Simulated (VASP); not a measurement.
The system is MnSi6.

```
Mn Si
1.0
     4.66664    0.00000    0.00000
     0.00000    4.66664    0.00000
     0.00000    0.00000    4.66664
Mn Si
1 6
Direct
  0.00000 0.00000 0.00000
  0.80113 0.50000 0.50000
  0.19887 0.50000 0.50000
  0.50000 0.50000 0.80113
  0.50000 0.50000 0.19887
  0.50000 0.19887 0.50000
  0.50000 0.80113 0.50000
```

The cell was built from a structure type or drawn by symmetry, and may not be a known phase.

| Quantity | Value |
| --- | --- |
| Program | VASP 6.6.1 |
| Task | relaxation of cell and atoms |
| Functional | PBE |
| Potentials or basis | VASP PAW PBE potentials, release 64 (Mn_pv, Si) |
| Cutoff | 600 eV |
| k mesh | 4 × 4 × 4 |
| Occupations | gaussian, width 0.1 eV |
| Spin | collinear spin, ferromagnetic start |
| Starting moments | [4.0, 0.0, 0.0, 0.0, 0.0, 0.0, 0.0] μB |

At the start: pressure 106.5 GPa; volume 14.52 Å³/atom.

Q: How do energy, volume and symmetry change on relaxing?

A: Over 28 steps the energy falls by 2458.7 meV/atom and the volume is 27.39 Å³/atom (+88.7 %); space group Pm-3m (No. 221, to 0.1 Å) before and after; moment 4.83 μB per cell.

The path:
```tsv
step	energy change (eV)	largest force (eV/Å)	pressure (GPa)	volume (Å³)
1	0.0000	5.5418	106.51	101.63
2	-8.0997	7.0512	2.96	319.95
3	-8.3248	7.1510	1.92	311.24
4	-8.7520	7.4432	2.30	294.93
5	-11.3862	10.9642	10.70	181.47
6	-12.1140	1.2900	4.63	337.04
7	-12.4858	1.5744	-25.30	419.35
8	-15.9973	0.4268	47.27	351.55
9	-14.8105	1.1207	-11.12	393.54
10	-15.1564	1.2345	-4.15	372.15
11	-15.2189	1.2358	-4.10	366.75
12	-15.3041	1.2372	-4.05	359.10
13	-16.0299	1.1314	0.96	304.01
14	-16.1125	0.4406	-0.58	315.65
15	-16.1126	0.4866	-0.46	314.82
16	-16.1817	0.3992	-0.49	307.69
17	-16.3370	0.1635	-0.51	286.94
18	-16.5010	0.1488	-0.84	248.29
19	-16.1516	3.6838	3.38	181.71
20	-16.5153	0.4883	-0.38	242.01
21	-17.0337	0.1356	-2.34	210.42
22	-17.0920	1.0954	-1.01	195.71
23	-17.1244	0.3313	-2.10	203.24
24	-17.1328	0.5425	-1.87	200.92
25	-17.1400	0.9242	0.02	191.01
26	-17.1555	0.7399	-0.89	195.28
27	-17.2038	0.2770	-0.31	192.97
28	-17.2109	0.0105	0.07	191.73
```

Final structure:
```xyz
7
Lattice="5.7663 0.0000 0.0000 0.0000 5.7663 0.0000 0.0000 0.0000 5.7663" Properties=species:S:1:pos:R:3 pbc="T T T"
Mn    0.0000    0.0000    0.0000
Si    4.6155    2.8831    2.8831
Si    1.1508    2.8831    2.8831
Si    2.8831    2.8831    4.6155
Si    2.8831    2.8831    1.1508
Si    2.8831    1.1508    2.8831
Si    2.8831    4.6155    2.8831
```

Caveat: the volume moved by over 15 % at a fixed basis, so the end points are rough.
